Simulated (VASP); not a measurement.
# FeO in VASP: single point with PBEsol

Aim: the single point of FeO with PBEsol.

Everything below comes from runs of VASP 6.6.1. Logs are shortened: lines on timing, memory, paths and dates and some standing lists are left out, and cuts for length are marked.

## (1) The cell of the first run

The cell holds a slab with vacuum, 12 atoms: a = 3.002 Å, b = 3.002 Å, c = 25.615 Å, α = 90.00°, β = 90.00°, γ = 90.00°.

## (2) Single point, PBEsol, collinear spin, ferromagnetic start

Contents of INCAR:

```
SYSTEM = FeO
PREC = Accurate ; ENCUT = 520
EDIFF = 1E-6 ; ISMEAR = 0
SIGMA = 0.1 ; LREAL = .False.
LASPH = .True. ; NELM = 150
ALGO = Normal ; ISIF = 2
LWAVE = .False. ; LCHARG = .True.
ISPIN = 2 ; MAGMOM = 3.76 3.76 3.76 3.76 3.76 3.76 0.37 0.37 0.37 0.37 0.37 0.37
LORBIT = 11 ; LMAXMIX = 4
LDIPOL = .True. ; IDIPOL = 3
DIPOL = 0.5 0.5 0.500 ; GGA = PS
LELF = .True. ; LVHAR = .True.
LVACPOTAV = .True. ; NBANDS = 58
```

Contents of KPOINTS:

```
Automatic mesh
0
Gamma
  12 12 1
  0 0 0
```

Contents of POSCAR:

```
FeO
1.0
    3.0023033395      0.0000000000      0.0000000000
    0.0000000000      3.0023033395      0.0000000000
    0.0000000000      0.0000000000     25.6147452527
Fe O
6 6
Direct
    0.5000000000      0.5000000000      0.2928001011
    0.0000000000      0.0000000000      0.3756800607
    0.5000000000      0.5000000000      0.4585600202
    0.0000000000      0.0000000000      0.5414399798
    0.5000000000      0.5000000000      0.6243199393
    0.0000000000      0.0000000000      0.7071998989
    0.0000000000      0.0000000000      0.2928001011
    0.5000000000      0.5000000000      0.3756800607
    0.0000000000      0.0000000000      0.4585600202
    0.5000000000      0.5000000000      0.5414399798
    0.0000000000      0.0000000000      0.6243199393
    0.5000000000      0.5000000000      0.7071998989
```

Potentials or basis: VASP PAW PBE potentials, release 64 (Fe, O).

On the command line:

```console
$ cat potpaw_PBE.64/Fe/POTCAR potpaw_PBE.64/O/POTCAR > POTCAR
$ mpirun -np 1 vasp_std > vasp.out
```

OUTCAR:

```text
SYSTEM = FeO
   PREC = Accurate
   ENCUT = 520
   EDIFF = 1E-6
   ISMEAR = 0
   LREAL = .False.
   LASPH = .True.
   NELM = 150
   ISIF = 2
   ISPIN = 2
   LORBIT = 11
   GGA = PS

 ion  position               nearest neighbor table
   1  0.500  0.500  0.293-   7 2.12   7 2.12   7 2.12   7 2.12   8 2.12   2 3.00   2 3.00   2 3.00
                             2 3.00
   2  0.000  0.000  0.376-   9 2.12   8 2.12   8 2.12   8 2.12   8 2.12   7 2.12   3 3.00   3 3.00
                             3 3.00   3 3.00   1 3.00   1 3.00   1 3.00   1 3.00
   3  0.500  0.500  0.459-   8 2.12   9 2.12   9 2.12   9 2.12   9 2.12  10 2.12   2 3.00   2 3.00
                             2 3.00   2 3.00   4 3.00   4 3.00   4 3.00   4 3.00
   4  0.000  0.000  0.541-  11 2.12  10 2.12  10 2.12  10 2.12  10 2.12   9 2.12   5 3.00   5 3.00
                             5 3.00   5 3.00   3 3.00   3 3.00   3 3.00   3 3.00
   5  0.500  0.500  0.624-  10 2.12  11 2.12  11 2.12  11 2.12  11 2.12  12 2.12   4 3.00   4 3.00
                             4 3.00   4 3.00   6 3.00   6 3.00   6 3.00   6 3.00
   6  0.000  0.000  0.707-  12 2.12  12 2.12  12 2.12  12 2.12  11 2.12   5 3.00   5 3.00   5 3.00
                             5 3.00
   7  0.000  0.000  0.293-   1 2.12   1 2.12   1 2.12   1 2.12   2 2.12
   8  0.500  0.500  0.376-   3 2.12   2 2.12   2 2.12   2 2.12   2 2.12   1 2.12
   9  0.000  0.000  0.459-   2 2.12   3 2.12   3 2.12   3 2.12   3 2.12   4 2.12
  10  0.500  0.500  0.541-   5 2.12   4 2.12   4 2.12   4 2.12   4 2.12   3 2.12
  11  0.000  0.000  0.624-   4 2.12   5 2.12   5 2.12   5 2.12   5 2.12   6 2.12
  12  0.500  0.500  0.707-   6 2.12   6 2.12   6 2.12   6 2.12   5 2.12

  LATTYP: Found a simple tetragonal cell.
 ALAT       =     3.0023033395
 C/A-ratio  =     8.5316979519

  Lattice vectors:

 A1 = (   3.0023033395,   0.0000000000,   0.0000000000)
 A2 = (   0.0000000000,   3.0023033395,   0.0000000000)
 A3 = (   0.0000000000,   0.0000000000,  25.6147452527)

Analysis of symmetry for initial positions (statically):
=====================================================================
 Subroutine PRICEL returns:
 Original cell was already a primitive cell.

 Routine SETGRP: Setting up the symmetry group for a
 simple tetragonal supercell.

 Subroutine GETGRP returns: Found 16 space group operations
 (whereof  8 operations were pure point group operations)
 out of a pool of 16 trial point group operations.

The static configuration has the point symmetry C_4v.
 The point group associated with its full space group is D_4h.

Analysis of symmetry for dynamics (positions and initial velocities):
=====================================================================
 Subroutine PRICEL returns:
 Original cell was already a primitive cell.

 Routine SETGRP: Setting up the symmetry group for a
 simple tetragonal supercell.

 Subroutine GETGRP returns: Found 16 space group operations
 (whereof  8 operations were pure point group operations)
 out of a pool of 16 trial point group operations.

The dynamic configuration has the point symmetry C_4v.
 The point group associated with its full space group is D_4h.

Analysis of structural, dynamic, and magnetic symmetry:
=====================================================================
 Subroutine PRICEL returns:
 Original cell was already a primitive cell.

 Routine SETGRP: Setting up the symmetry group for a
 simple tetragonal supercell.

 Subroutine GETGRP returns: Found 16 space group operations
 (whereof  8 operations were pure point group operations)
 out of a pool of 16 trial point group operations.

The overall configuration has the point symmetry C_4v.
 The point group associated with its full space group is D_4h.

 Subroutine INISYM returns: Found 16 space group operations
 (whereof  8 operations are pure point group operations),
 and found     1 'primitive' translations

----------------------------------------------------------------------------------------

                                     Primitive cell

  volume of cell :     230.8868

  direct lattice vectors                    reciprocal lattice vectors
     3.002303340  0.000000000  0.000000000     0.333077603  0.000000000  0.000000000
     0.000000000  3.002303340  0.000000000     0.000000000  0.333077603  0.000000000
     0.000000000  0.000000000 25.614745253     0.000000000  0.000000000  0.039040013

  length of vectors
     3.002303340  3.002303340 25.614745253     0.333077603  0.333077603  0.039040013
[... 108 lines left out ...]
   ISYM   =      2    0-nonsym 1-usesym 2-fastsym
   POTIM  = 0.5000    time-step for ionic-motion
   TEBEG  =    0.0;   TEEND  =   0.0 temperature during run
   PSTRESS=    0.0 pullay stress
   NELECT =      84.0000    total number of electrons
   NUPDOWN=      -1.0000    fix difference up-down
   EMIN   =  10.00;   EMAX   =-10.00  energy-range for DOS
   EFERMI =   0.00;   METHOD = LEGACY
   ISMEAR =     0;   SIGMA  =   0.10  broadening in eV -4-tet -1-fermi 0-gaus
   EFERMI_NEDOS =   21; number of points for ismear=-14 and -15
   IALGO  =     38    algorithm
   IMIX   =      4    mixing-type and parameters
     AMIX     =   0.40;   BMIX     =  1.00
     AMIX_MAG =   1.60;   BMIX_MAG =  1.00
  volume/ion in A,a.u.               =      19.24       129.84
  Fermi-wavevector in a.u.,A,eV,Ry     =   1.168696  2.208515 18.583520  1.365850
  Thomas-Fermi vector in A             =   2.305179
   LORBIT       =     11    0 simple, 1 ext, 2 COOP (PROOUT), +10 PAW based schemes
   GGA     = PS    functional components
   LHFCALC =     F    Hartree Fock is set to
   AEXX    =    0.0000 exact exchange contribution
   IVDW    =     0    specifies the selected vdW correction
   LEPSILON=     F    determine dielectric tensor
   LRPA    =     F    only Hartree local field effects (RPA)
 spin polarized calculation
 Gauss-broadening in eV      SIGMA  =   0.10
  energy-cutoff  :      520.00
  volume of cell :      230.89
 maximum number of plane-waves:      6279
 NGX is ok and might be reduce to    24
   NGX = 11   NGY = 11   NGZ = 95

 number of electron      84.0000028 magnetization      23.9537278

 dipolmoment           0.000000      0.000000      0.000000 electrons x Angstroem

 Free energy of the ion-electron system (eV)
  ---------------------------------------------------
  ext. energy  EPLUGINS =         0.00000000
  ---------------------------------------------------
  free energy    TOTEN  =       -94.21490498 eV

  energy without entropy =      -94.17114905  energy(sigma->0) =      -94.19302701

 E-fermi :   1.6090     XC(G=0):  -6.8965

 val. band max:        1.5998312604   @ k =   0.2500   0.2500   0.0000
 cond. band min:       1.6144357269   @ k =   0.3333   0.1667   0.0000
 fundamental gap:      0.0146044665
 Fermi energy:         1.6090104685

 spin component 1

 k-point     1 :       0.0000    0.0000    0.0000
  band No.  band energies     occupation
      1     -19.3633      1.00000
      2     -19.0756      1.00000
      3     -18.6988      1.00000
      4     -18.3616      1.00000
      5     -17.9844      1.00000
      6     -17.9773      1.00000
[... 1357 lines left out ...]
     53       0.4346      1.00000
     54       0.4584      1.00000

 [... further k-points ...]

 spin component 2

 k-point     1 :       0.0000    0.0000    0.0000
  band No.  band energies     occupation
      1     -18.7778      1.00000
      2     -18.4807      1.00000
      3     -18.1044      1.00000
      4     -17.7574      1.00000
      5     -17.4252      1.00000
      6     -17.4060      1.00000
[... 1357 lines left out ...]
     53       3.7308      0.00000
     54       3.7453      0.00000

 [... further k-points ...]

 [bands above 54 left out]

------------------------ aborting loop because EDIFF is reached ----------------------------------------

  FORCE on cell =-STRESS in cart. coord.  units (eV):
  Direction    XX          YY          ZZ          XY          YZ          ZX
  --------------------------------------------------------------------------------------
  -------------------------------------------------------------------------------------
  Total       -4.9002820     -4.9002820     -0.9886824      0.0000000      0.0000000     -0.0000000
  in kB      -34.0041931    -34.0041931     -6.8606967      0.0000000      0.0000000     -0.0000000
  external PRESSURE =     -24.9563610 kB  Pullay stress =       0.0000000 kB

 VOLUME and BASIS-vectors are now :
 -----------------------------------------------------------------------------
  energy-cutoff  :      520.00
  volume of cell :      230.89
      direct lattice vectors                 reciprocal lattice vectors
     3.002303340  0.000000000  0.000000000     0.333077603  0.000000000  0.000000000
     0.000000000  3.002303340  0.000000000     0.000000000  0.333077603  0.000000000
     0.000000000  0.000000000 25.614745253     0.000000000  0.000000000  0.039040013

 POSITION                                       TOTAL-FORCE (eV/Angst)
 -----------------------------------------------------------------------------------
      1.50115      1.50115      7.50000         0.000000     -0.000000      0.880250
      0.00000      0.00000      9.62295         0.000000      0.000000     -0.382171
      1.50115      1.50115     11.74590         0.000000     -0.000000      0.158700
      0.00000      0.00000     13.86885         0.000000      0.000000     -0.158700
      1.50115      1.50115     15.99180        -0.000000     -0.000000      0.382171
      0.00000      0.00000     18.11475         0.000000      0.000000     -0.880250
      0.00000      0.00000      7.50000         0.000000     -0.000000     -0.576570
      1.50115      1.50115      9.62295         0.000000      0.000000     -0.042523
      0.00000      0.00000     11.74590         0.000000      0.000000     -0.000637
      1.50115      1.50115     13.86885         0.000000      0.000000      0.000637
      0.00000      0.00000     15.99180         0.000000      0.000000      0.042523
      1.50115      1.50115     18.11475         0.000000      0.000000      0.576570
 -----------------------------------------------------------------------------------
    total drift:                                0.000000      0.000000      0.000000

  FREE ENERGIE OF THE ION-ELECTRON SYSTEM (eV)
  ---------------------------------------------------
  free  energy   TOTEN  =       -94.2149049799 eV

  energy  without entropy=      -94.1711490468  energy(sigma->0) =      -94.19302701

 vacuum level on the upper side and lower side of the slab         4.848         4.848

 total charge

# of ion       s       p       d       tot
------------------------------------------
    1        0.293   0.344   6.083   6.720
    2        0.308   0.400   6.114   6.822
    3        0.305   0.396   6.120   6.822
    4        0.305   0.396   6.120   6.822
    5        0.308   0.400   6.114   6.822
    6        0.293   0.344   6.083   6.720
    7        1.550   3.395   0.000   4.946
    8        1.552   3.437   0.000   4.988
    9        1.551   3.440   0.000   4.991
   10        1.551   3.440   0.000   4.991
   11        1.552   3.437   0.000   4.988
   12        1.550   3.395   0.000   4.946
--------------------------------------------------
tot         11.119  22.824  36.634  70.577

 magnetization (x)

# of ion       s       p       d       tot
------------------------------------------
    1        0.035   0.028   3.482   3.545
    2        0.026   0.020   3.563   3.608
    3        0.027   0.022   3.556   3.604
    4        0.027   0.022   3.556   3.604
    5        0.026   0.020   3.563   3.608
    6        0.035   0.028   3.482   3.545
    7        0.024   0.242   0.000   0.266
    8        0.033   0.298   0.000   0.331
    9        0.032   0.281   0.000   0.313
   10        0.032   0.281   0.000   0.313
   11        0.033   0.298   0.000   0.331
   12        0.024   0.242   0.000   0.266
--------------------------------------------------
tot          0.353   1.781  21.200  23.334
```

It took 25 min on 1 thread of AMD EPYC 9R14 (Zen 4), shared host; peak memory 0.7 GiB.

Results:

```
Free energy                                           : -94.2149 eV
Largest force                                         : 0.880 eV/Å
Net moment                                            : 23.95 μB per cell
Site moments                                          : Fe +3.54, +3.61, +3.60; O +0.27, +0.33, +0.31 μB
Valence electrons inside the program's atomic spheres : Fe 6.72, 6.82; O 4.95, 4.99
```

Forces on the atoms (eV/Å):
```
Fe   0.000  0.000  0.880
Fe   0.000  0.000 -0.382
Fe   0.000  0.000  0.159
Fe   0.000  0.000 -0.159
Fe   0.000  0.000  0.382
Fe   0.000  0.000 -0.880
O    0.000  0.000 -0.577
O    0.000  0.000 -0.043
O    0.000  0.000 -0.001
O    0.000  0.000  0.001
O    0.000  0.000  0.043
O    0.000  0.000  0.577
```

Caveat: the PAW data sets were made with another functional, which shifts forces and pressure a little; semilocal functionals often make such compounds metallic where correlation or magnetic order opens a gap, which also shifts bond lengths; only a ferromagnetic start was run, and an antiferromagnetic order may lie lower in energy. With open d or f shells a metallic result of PBEsol can be an artefact of self-interaction; +U or a hybrid may open a gap.
